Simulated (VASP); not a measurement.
# Cu in VASP: notebook

Cu is run at these levels: PBEsol; tasks: single point.

Program: VASP 6.6.1. These are calculated values, not measurements. Logs are shortened: lines on timing, memory, paths and dates and some standing lists are left out, and cuts for length are marked.

## (1) The cell of the first run

The cell holds a slab with vacuum, 7 atoms: a = 2.520 Å, b = 2.520 Å, c = 28.345 Å, α = 90.00°, β = 90.00°, γ = 120.00°.

## (2) Single point, PBEsol

Input file INCAR:

```
ALGO = Normal
EDIFF = 1E-6
ENCUT = 520
GGA = PS
ISIF = 2
ISMEAR = -1
LASPH = T
LCHARG = F
LREAL = F
LWAVE = F
NBANDS = 48
NELM = 60
PREC = Accurate
SIGMA = 0.1
```

Input file KPOINTS:

```
k-points
0
Gamma
  18 18 1
```

Input file POSCAR:

```
Cu
1.0
    2.5198192011      0.0000000000      0.0000000000
   -1.2599096006      2.1822274411      0.0000000000
    0.0000000000      0.0000000000     28.3445000000
Cu
7
Direct
    0.0000000000      0.0000000000      0.2833270364
    0.3333333333      0.6666666667      0.3551898818
    0.6666666667      0.3333333333      0.4274882412
    0.0000000000      0.0000000000      0.4999999859
    0.3333333333      0.6666666667      0.5725117428
    0.6666666667      0.3333333333      0.6448101232
    0.0000000000      0.0000000000      0.7166729885
```

Potentials or basis: VASP PAW PBE potentials, release 64 (Cu).

Launch:

```
> cat potpaw_PBE.64/Cu/POTCAR > POTCAR
> mpirun -np 1 vasp_std > vasp.out
```

OUTCAR:

```text
EDIFF = 1E-6
   ENCUT = 520
   GGA = PS
   ISIF = 2
   ISMEAR = -1
   LASPH = T
   LREAL = F
   NELM = 60
   PREC = Accurate

 ion  position               nearest neighbor table
   1  0.000  0.000  0.283-   2 2.50   2 2.50   2 2.50
   2  0.333  0.667  0.355-   1 2.50   1 2.50   1 2.50   3 2.51   3 2.51   3 2.51
   3  0.667  0.333  0.427-   2 2.51   2 2.51   2 2.51   4 2.52   4 2.52   4 2.52
   4  0.000  0.000  0.500-   3 2.52   3 2.52   3 2.52   5 2.52   5 2.52   5 2.52
   5  0.333  0.667  0.573-   6 2.51   6 2.51   6 2.51   4 2.52   4 2.52   4 2.52
   6  0.667  0.333  0.645-   7 2.50   7 2.50   7 2.50   5 2.51   5 2.51   5 2.51
   7  0.000  0.000  0.717-   6 2.50   6 2.50   6 2.50

  LATTYP: Found a hexagonal cell.
 ALAT       =     2.5198192011
 C/A-ratio  =    11.2486244996

  Lattice vectors:

 A1 = (   2.5198192011,   0.0000000000,   0.0000000000)
 A2 = (  -1.2599096006,   2.1822274411,   0.0000000000)
 A3 = (   0.0000000000,   0.0000000000,  28.3445000000)

Analysis of symmetry for initial positions (statically):
=====================================================================
 Subroutine PRICEL returns:
 Original cell was already a primitive cell.

 Routine SETGRP: Setting up the symmetry group for a
 hexagonal supercell.

 Subroutine GETGRP returns: Found 12 space group operations
 (whereof 12 operations were pure point group operations)
 out of a pool of 24 trial point group operations.

The static configuration has the point symmetry D_3d.

Analysis of symmetry for dynamics (positions and initial velocities):
=====================================================================
 Subroutine PRICEL returns:
 Original cell was already a primitive cell.

 Routine SETGRP: Setting up the symmetry group for a
 hexagonal supercell.

 Subroutine GETGRP returns: Found 12 space group operations
 (whereof 12 operations were pure point group operations)
 out of a pool of 24 trial point group operations.

The dynamic configuration has the point symmetry D_3d.

 Subroutine INISYM returns: Found 12 space group operations
 (whereof 12 operations are pure point group operations),
 and found     1 'primitive' translations

----------------------------------------------------------------------------------------

                                     Primitive cell

  volume of cell :     155.8613

  direct lattice vectors                    reciprocal lattice vectors
     2.519819201  0.000000000  0.000000000     0.396853869  0.229123688  0.000000000
    -1.259909601  2.182227441  0.000000000     0.000000000  0.458247377  0.000000000
     0.000000000  0.000000000 28.344500000     0.000000000  0.000000000  0.035280213

  length of vectors
     2.519819201  2.519819201 28.344500000     0.458247377  0.458247377  0.035280213

  position of ions in fractional coordinates (direct lattice)
     0.000000000  0.000000000  0.283327036
     0.333333333  0.666666667  0.355189882
     0.666666667  0.333333333  0.427488241
     0.000000000  0.000000000  0.499999986
     0.333333333  0.666666667  0.572511743
     0.666666667  0.333333333  0.644810123
     0.000000000  0.000000000  0.716672989

  ion indices of the primitive-cell ions
   primitive index   ion index
                 1           1
                 2           2
                 3           3
                 4           4
                 5           5
                 6           6
                 7           7

----------------------------------------------------------------------------------------

 KPOINTS: k-points

Automatic generation of k-mesh.
 Grid dimensions read from file:
 generate k-points for:   18   18    1

 Generating k-lattice:

  Cartesian coordinates                     Fractional coordinates (reciprocal lattice)
     0.022047437  0.012729094  0.000000000     0.055555556  0.000000000  0.000000000
     0.000000000  0.025458188  0.000000000     0.000000000  0.055555556  0.000000000
     0.000000000  0.000000000  0.035280213     0.000000000  0.000000000  1.000000000

  Length of vectors
     0.025458188  0.025458188  0.035280213

  Shift w.r.t. Gamma in fractional coordinates (k-lattice)
     0.000000000  0.000000000  0.000000000

 Subroutine IBZKPT returns following result:
 ===========================================

 Found     37 irreducible k-points:

 Following reciprocal coordinates:
            Coordinates               Weight
  0.000000  0.000000  0.000000      1.000000
  0.055556 -0.000000  0.000000      6.000000
  0.111111 -0.000000  0.000000      6.000000
  0.166667  0.000000  0.000000      6.000000
  0.222222  0.000000  0.000000      6.000000
  0.277778 -0.000000  0.000000      6.000000
[... 16 lines left out ...]
  0.333333  0.111111  0.000000     12.000000
  0.388889  0.111111  0.000000     12.000000
 [... further k-points ...]
   k-points           NKPTS =     37   k-points in BZ     NKDIM =     37   number of bands    NBANDS=     48
   number of dos      NEDOS =    301   number of ions     NIONS =      7
   total plane-waves  NPLWV =  86400
   dimension x,y,z NGX =    20 NGY =   20 NGZ =  216
   dimension x,y,z NGXF=    40 NGYF=   40 NGZF=  432
   ions per type =               7
   NGX,Y,Z   is equivalent  to a cutoff of  13.20, 13.20, 12.67 a.u.
   NGXF,Y,Z  is equivalent  to a cutoff of  26.39, 26.39, 25.34 a.u.
 SYSTEM =  unknown system
   PREC   = accura    normal or accurate (medium, high low for compatibility)
   ISTART =      0    job   : 0-new  1-cont  2-samecut
   ICHARG =      2    charge: 1-file 2-atom 10-const
   ISPIN  =      1    spin polarized calculation?
   LNONCOLLINEAR =      F non collinear calculations
   LSORBIT =      F    spin-orbit coupling
   LASPH  =      T    aspherical Exc in radial PAW
   ENCUT  =  520.0 eV  38.22 Ry    6.18 a.u.   4.69  4.69 52.70*2*pi/ulx,y,z
   NELM   =     60;   NELMIN=  2; NELMDL= -5     # of ELM steps
   EDIFF  = 0.1E-05   stopping-criterion for ELM
   LREAL  =      F    real-space projection
   EDIFFG = 0.1E-04   stopping-criterion for IOM
   NSW    =      0    number of steps for IOM
   IBRION =     -1    ionic relax: 0-MD 1-quasi-New 2-CG
   NFREE  =      0    steps in history (QN), initial steepest desc. (CG)
   ISIF   =      2    stress and relaxation
   ISYM   =      2    0-nonsym 1-usesym 2-fastsym
   POTIM  = 0.5000    time-step for ionic-motion
   TEBEG  =    0.0;   TEEND  =   0.0 temperature during run
   PSTRESS=    0.0 pullay stress
   NELECT =      77.0000    total number of electrons
   NUPDOWN=      -1.0000    fix difference up-down
   EMIN   =  10.00;   EMAX   =-10.00  energy-range for DOS
   EFERMI =   0.00;   METHOD = LEGACY
   ISMEAR =    -1;   SIGMA  =   0.10  broadening in eV -4-tet -1-fermi 0-gaus
   EFERMI_NEDOS =   21; number of points for ismear=-14 and -15
   IALGO  =     38    algorithm
   IMIX   =      4    mixing-type and parameters
     AMIX     =   0.40;   BMIX     =  1.00
     AMIX_MAG =   1.60;   BMIX_MAG =  1.00
  volume/ion in A,a.u.               =      22.27       150.26
  Fermi-wavevector in a.u.,A,eV,Ry     =   1.294173  2.445632 22.788178  1.674884
  Thomas-Fermi vector in A             =   2.425772
   LORBIT       =      0    0 simple, 1 ext, 2 COOP (PROOUT), +10 PAW based schemes
   GGA     = PS    functional components
   LHFCALC =     F    Hartree Fock is set to
   AEXX    =    0.0000 exact exchange contribution
   IVDW    =     0    specifies the selected vdW correction
   LEPSILON=     F    determine dielectric tensor
   LRPA    =     F    only Hartree local field effects (RPA)
 non-spin polarized calculation
  energy-cutoff  :      520.00
  volume of cell :      155.86
 maximum number of plane-waves:      4233
 NGX is ok and might be reduce to    20
   NGX =  9   NGY =  9   NGZ =105

 number of electron      76.9999986 magnetization

 Free energy of the ion-electron system (eV)
  ---------------------------------------------------
  ext. energy  EPLUGINS =         0.00000000
  ---------------------------------------------------
  free energy    TOTEN  =       -29.08796239 eV

  energy without entropy =      -29.01049690  energy(sigma->0) =      -29.04922965

 E-fermi :   1.6532     XC(G=0):  -7.3224

 val. band max:        1.6469024112   @ k =   0.4444   0.0556   0.0000
 cond. band min:       1.6639756866   @ k =   0.2778   0.1667   0.0000
 fundamental gap:      0.0170732754
 Fermi energy:         1.6531589254

 k-point     1 :       0.0000    0.0000    0.0000
  band No.  band energies     occupation
      1      -7.9283      2.00000
      2      -7.4348      2.00000
      3      -6.6315      2.00000
      4      -5.6065      2.00000
      5      -4.5857      2.00000
      6      -3.9175      2.00000
[... 40 lines left out ...]
     47       7.6997      0.00000
     48       8.1331      0.00000

 k-point     2 :       0.0556   -0.0000    0.0000
  band No.  band energies     occupation
      1      -7.8256      2.00000
      2      -7.3339      2.00000
      3      -6.5338      2.00000
      4      -5.5136      2.00000
      5      -4.4992      2.00000
      6      -3.8408      2.00000
[... 40 lines left out ...]
     47       7.7913      0.00000
     48       8.2161      0.00000

 k-point     3 :       0.1111   -0.0000    0.0000
  band No.  band energies     occupation
      1      -7.5209      2.00000
      2      -7.0353      2.00000
      3      -6.2459      2.00000
      4      -5.2421      2.00000
      5      -4.2504      2.00000
      6      -3.6220      2.00000
[... 40 lines left out ...]
     47       8.0688      0.00000
     48       8.4663      0.00000

 k-point     4 :       0.1667    0.0000    0.0000
  band No.  band energies     occupation
      1      -7.0249      2.00000
      2      -6.5516      2.00000
      3      -5.7852      2.00000
      4      -4.8186      2.00000
      5      -3.8777      2.00000
      6      -3.3020      2.00000
[... 958 lines left out ...]
     47      10.0957      0.00000
     48      10.3164      0.00000

 k-point    23 :       0.3333    0.1111    0.0000
  band No.  band energies     occupation
      1      -3.8318      2.00000
      2      -3.6322      2.00000
      3      -3.4399      2.00000
      4      -3.2565      2.00000
      5      -3.0135      2.00000
      6      -2.7804      2.00000
[... 40 lines left out ...]
     47       9.4569      0.00000
     48      10.4131      0.00000

 k-point    24 :       0.3889    0.1111    0.0000
  band No.  band energies     occupation
      1      -3.5125      2.00000
      2      -3.3233      2.00000
      3      -3.2882      2.00000
      4      -3.1896      2.00000
      5      -3.0066      2.00000
      6      -2.8585      2.00000
[... 40 lines left out ...]
     47       8.9203      0.00000
     48       9.8887      0.00000

 [... further k-points ...]
[... 5 lines left out ...]
  --------------------------------------------------------------------------------------
  -------------------------------------------------------------------------------------
  Total       -0.8321365     -0.8321365      0.2648073      0.0000000      0.0000000      0.0000000
  in kB       -8.5539549     -8.5539549      2.7220895      0.0000000      0.0000000      0.0000000
  external PRESSURE =      -4.7952734 kB  Pullay stress =       0.0000000 kB

 VOLUME and BASIS-vectors are now :
 -----------------------------------------------------------------------------
  energy-cutoff  :      520.00
  volume of cell :      155.86
      direct lattice vectors                 reciprocal lattice vectors
     2.519819201  0.000000000  0.000000000     0.396853869  0.229123688  0.000000000
    -1.259909601  2.182227441  0.000000000     0.000000000  0.458247377  0.000000000
     0.000000000  0.000000000 28.344500000     0.000000000  0.000000000  0.035280213

 POSITION                                       TOTAL-FORCE (eV/Angst)
 -----------------------------------------------------------------------------------
      0.00000      0.00000      8.03076         0.000000      0.000000     -0.026789
     -0.00000      1.45482     10.06768        -0.000000      0.000000      0.000634
      1.25991      0.72741     12.11694        -0.000000      0.000000      0.000619
      0.00000      0.00000     14.17225         0.000000      0.000000      0.000000
     -0.00000      1.45482     16.22756         0.000000     -0.000000     -0.000619
      1.25991      0.72741     18.27682        -0.000000     -0.000000     -0.000634
      0.00000      0.00000     20.31374         0.000000     -0.000000      0.026789
 -----------------------------------------------------------------------------------
    total drift:                               -0.000000      0.000000      0.000011

  FREE ENERGIE OF THE ION-ELECTRON SYSTEM (eV)
  ---------------------------------------------------
  free  energy   TOTEN  =       -29.0879623949 eV

  energy  without entropy=      -29.0104968962  energy(sigma->0) =      -29.04922965
```

It took 5.3 min on 1 thread of Intel Xeon 6975P-C (Granite Rapids), shared host; peak memory 0.39 GiB.

What came out:

```
Free energy            : -29.0880 eV
Largest force          : 0.027 eV/Å
Band gap on the k mesh : zero (an odd number of electrons rules out a gap without spin polarisation)
```

Forces in eV/Å, atoms in the order of the input:
```
Cu   0.000  0.000 -0.027
Cu   0.000  0.000  0.001
Cu   0.000  0.000  0.001
Cu   0.000  0.000  0.000
Cu   0.000  0.000 -0.001
Cu   0.000  0.000 -0.001
Cu   0.000  0.000  0.027
```

Caveat: the PAW data sets were made with another functional, which shifts forces and pressure a little.

## (3) Single point, PBEsol

Input file INCAR:

```
SYSTEM = Cu
PREC = Accurate
ENCUT = 520
EDIFF = 1E-7
ISMEAR = -1
SIGMA = 0.1
LREAL = .FALSE.
LASPH = .TRUE.
NELM = 80
ALGO = Normal
ISIF = 2
LWAVE = .FALSE.
LCHARG = .FALSE.
LDIPOL = .TRUE.
IDIPOL = 3
DIPOL = 0.5 0.5 0.500
GGA = PS
NBANDS = 48
```

Input file KPOINTS:

```
Automatic mesh
0
G
  18 18 1
  0 0 0
```

Input file POSCAR:

```
Cu
1.0
    2.5198192012      0.0000000000      0.0000000000
   -1.2599096006      2.1822274411      0.0000000000
    0.0000000000      0.0000000000     28.3445000000
Cu
7
Direct
    0.0000000000      0.0000000000      0.2822409536
    0.3333333340      0.6666666660      0.3548273023
    0.6666666670      0.3333333330      0.4274136510
    0.0000000000      0.0000000000      0.4999999997
    0.3333333340      0.6666666660      0.5725863490
    0.6666666670      0.3333333330      0.6451726977
    0.0000000000      0.0000000000      0.7177590464
```

Potentials or basis: VASP PAW PBE potentials, release 64 (Cu).

Launch:

```
> cat potpaw_PBE.64/Cu/POTCAR > POTCAR
> mpirun -np 1 vasp_std > vasp.out
```

Wall time 6.4 min (1 thread of Intel Xeon Platinum 8488C (Sapphire Rapids), shared host); peak memory 0.39 GiB.

It converged, with:

```yaml
Free_energy: -29.0874 eV
Largest_force: 0.063 eV/Å
Band_gap_on_the_k_mesh: zero (an odd number of electrons rules out a gap without spin polarisation)
```

Forces on the atoms (eV/Å):
```
Cu   0.000  0.000  0.063
Cu   0.000  0.000 -0.047
Cu   0.000  0.000 -0.028
Cu   0.000  0.000  0.000
Cu   0.000  0.000  0.028
Cu   0.000  0.000  0.047
Cu   0.000  0.000 -0.063
```

Levels at points of the mesh, in eV from the Fermi level:
```csv
k point,band 37,band 38,band 39,band 40,band 41,band 42
"(0.00, 0.00, 0.00)",-1.85,-1.68,-1.68,-1.65,-1.65,-0.84
"(0.50, 0.00, 0.00)",0.04,0.64,1.03,1.27,1.48,1.50
```

Caveat: the PAW data sets were made with another functional, which shifts forces and pressure a little.

## (4) Single point, PBEsol

Input file INCAR:

```
  PREC = Accurate
  ENCUT = 520
  EDIFF = 1E-6
  ISMEAR = -1
  SIGMA = 0.1
  LREAL = False
  LASPH = True
  NELM = 60
  ALGO = Normal
  ISIF = 2
  LWAVE = False
  LCHARG = False
  LDIPOL = True
  IDIPOL = 3
  DIPOL = 0.5 0.5 0.500
  GGA = PS
  NBANDS = 48
```

Input file KPOINTS:

```
Automatic mesh
0
Gamma
  18 18 1
```

Input file POSCAR:

```
Cu
1.0
    2.5198192012      0.0000000000      0.0000000000
   -1.2599096006      2.1822274411      0.0000000000
    0.0000000000      0.0000000000     28.3445000000
Cu
7
Direct
    0.0000000000      0.0000000000      0.2833270364
    0.3333333333      0.6666666667      0.3551898818
    0.6666666667      0.3333333333      0.4274882412
    0.0000000000      0.0000000000      0.4999999859
    0.3333333333      0.6666666667      0.5725117428
    0.6666666667      0.3333333333      0.6448101232
    0.0000000000      0.0000000000      0.7166729885
```

Launch:

```
> cat potpaw_PBE.64/Cu/POTCAR > POTCAR
> mpirun -np 1 vasp_std > vasp.out
```

Run time: 6.1 min. Hardware: 1 thread of Intel Xeon Platinum 8488C (Sapphire Rapids), shared host; peak memory 0.39 GiB.

The run converged. Its results:

```
Free energy            : -29.0880 eV
Largest force          : 0.027 eV/Å
Band gap on the k mesh : zero (an odd number of electrons rules out a gap without spin polarisation)
```

Forces on the atoms (eV/Å):
```
Cu   0.000  0.000 -0.027
Cu   0.000  0.000  0.001
Cu   0.000  0.000  0.001
Cu   0.000  0.000  0.000
Cu   0.000  0.000 -0.001
Cu   0.000  0.000 -0.001
Cu   0.000  0.000  0.027
```

Levels at points of the mesh, in eV from the Fermi level:
```csv
k point,band 37,band 38,band 39,band 40,band 41,band 42
"(0.00, 0.00, 0.00)",-1.86,-1.69,-1.69,-1.65,-1.65,-0.83
"(0.50, 0.00, 0.00)",0.03,0.63,1.03,1.27,1.47,1.50
```

Caveat: the PAW data sets were made with another functional, which shifts forces and pressure a little.

## (5) Overview

```csv
cell,dipole correction,gap on the mesh (eV),largest force (eV/Å)
"as given, atomic positions A",no,none,0.03
"as given, atomic positions B",yes,none,0.06
"as given, atomic positions A",yes,none,0.03
```

Alike in all rows: task single point; level PBEsol; potentials or basis VASP PAW PBE potentials, release 64 (Cu); no spin polarisation; k mesh 18 × 18 × 1; cutoff (eV) 520; smearing fermi-dirac 0.1 eV.

Caveats: the PAW data sets were made with another functional, which shifts forces and pressure a little.

Absolute energies hang on the potentials; compare differences alone.
